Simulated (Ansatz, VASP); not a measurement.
## Al4GeRu in VASP and in Ansatz

Contents of INCAR:

```
PREC     = Accurate       # precision mode
ENCUT    = 520            # plane-wave cutoff, eV
EDIFF    = 1E-6           # SCF threshold, eV
ISMEAR   = 0              # smearing method
SIGMA    = 0.1            # smearing width, eV
LREAL    = False          # projectors in reciprocal space
LASPH    = True           # aspherical terms in the spheres
NELM     = 100            # most SCF steps
ALGO     = Normal         # electronic algorithm
ISIF     = 2              # what is computed and relaxed
LWAVE    = False          # write WAVECAR
LCHARG   = False          # write CHGCAR
GGA      = PE             # functional
NBANDS   = 29             # bands
```

Contents of KPOINTS:

```
Automatic mesh
0
Gamma
  4 4 4
```

POSCAR

```
Al4GeRu
1.0
    0.0000000000      3.7466377800      3.7466377800
    3.7466377800      0.0000000000      3.7466377800
    3.7466377800      3.7466377800      0.0000000000
Al Ge Ru
4 1 1
Direct
    0.8760569700      0.3746476800      0.3746476800
    0.3746476800      0.3746476800      0.3746476800
    0.3746476800      0.8760569700      0.3746476800
    0.3746476800      0.3746476800      0.8760569700
    0.0000000000      0.0000000000      0.0000000000
    0.7500000000      0.7500000000      0.7500000000
```

Input for Ansatz:

```yaml
crystal:
  lattice:
    - [0.0, 3.74663778, 3.74663778]
    - [3.74663778, 0.0, 3.74663778]
    - [3.74663778, 3.74663778, 0.0]
  atoms:
    - { symbol: Al, position: [0.87605697, 0.37464768, 0.37464768] }
    - { symbol: Al, position: [0.37464768, 0.37464768, 0.37464768] }
    - { symbol: Al, position: [0.37464768, 0.87605697, 0.37464768] }
    - { symbol: Al, position: [0.37464768, 0.37464768, 0.87605697] }
    - { symbol: Ge, position: [0.0, 0.0, 0.0] }
    - { symbol: Ru, position: [0.75, 0.75, 0.75] }
basis:
  ecutwfc: 420
kpoints:
  mp_grid: { grid: [4, 4, 4] }
hamiltonian:
  xc: pbe
scf:
  occupations: { method: gaussian, width: 0.1 }
  lower_state_search: "off"
output:
  forces: true
  stress: true
  eigenvalues: true
```

Change from the starting cell: species swapped into the CaDyAl4 type (F-43m, No. 216).

Alike in both runs: task single point; functional PBE; k mesh 4 × 4 × 4; occupations gaussian, width 0.1 eV; no spin polarisation.

```csv
,VASP,Ansatz
version,VASP 6.6.1,Ansatz 0.2.0
potentials or method,"VASP PAW PBE potentials, release 64 (Al, Ge_d, Ru_pv), cutoff 520 eV","scalar-relativistic, plane waves, PAW"
valence electrons in the cell,40,42
```

```tsv
	VASP	Ansatz	Ansatz less VASP
gap on the k mesh at the Fermi level (eV)	none	none	-
pressure (GPa)	-7.2	-7.1	+0.02
rms of the force components (eV/Å)	0.176	0.177	+0.0008
```

Atom by atom the forces differ by 0.001 eV/Å (rms over components). A gap of «none» marks a metal or a gap that the smearing closes. The functional is the same, so the differences come from potentials, cutoffs and numerics. VASP's potentials hold 40 valence electrons a cell and Ansatz's 42, so a difference there can come from the potentials and not from the codes.

The k mesh is coarse, so the values compare programs but aren't converged.
